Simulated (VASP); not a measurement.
AlCo, 2 atoms in the cell. The structure is tetragonal, space group P4/mmm (No. 123). The conventional cell has a = 2.904 Å, b = 2.904 Å, c = 2.777 Å, α = 90.00°, β = 90.00°, γ = 90.00°. Al (site symmetry 4/mmm) has 8 Co at 2.48 Å and 6 Al at 2.78 to 2.90 Å within 3.3 Å. Co (site symmetry 4/mmm) has 8 Al at 2.48 Å and 6 Co at 2.78 to 2.90 Å within 3.3 Å.  This cell differs from its parent crystal: strain +0.030 along x and y, -0.015 along z.

```yaml
Program: VASP 6.6.1
Task: single point
Functional: PBEsol
Potentials_or_basis: VASP PAW PBE potentials, release 64 (Al, Co)
Cutoff: 520 eV
k_mesh: 16 × 16 × 16
Occupations: gaussian, width 0.15 eV
Spin: no spin polarisation
Dipole_correction: no
Further_INCAR_settings: ALGO = Normal; EDIFF = 1e-06; NBANDS = 13
```

Potentials or basis: VASP PAW PBE potentials, release 64 (Al, Co).

Run with:

```sh
$ cat potpaw_PBE.64/Al/POTCAR potpaw_PBE.64/Co/POTCAR > POTCAR
$ mpirun -np 1 vasp_std > vasp.out
```

Hardware: 1 thread of Intel Xeon 8259CL, with other jobs on the host.

**Question.** Estimate the wall time of this run.

**Answer.** Run time: 100 s on 1 thread of Intel Xeon 8259CL, on a shared host, peak memory 0.25 GiB. Counts: scf iterations 12, k points 405.
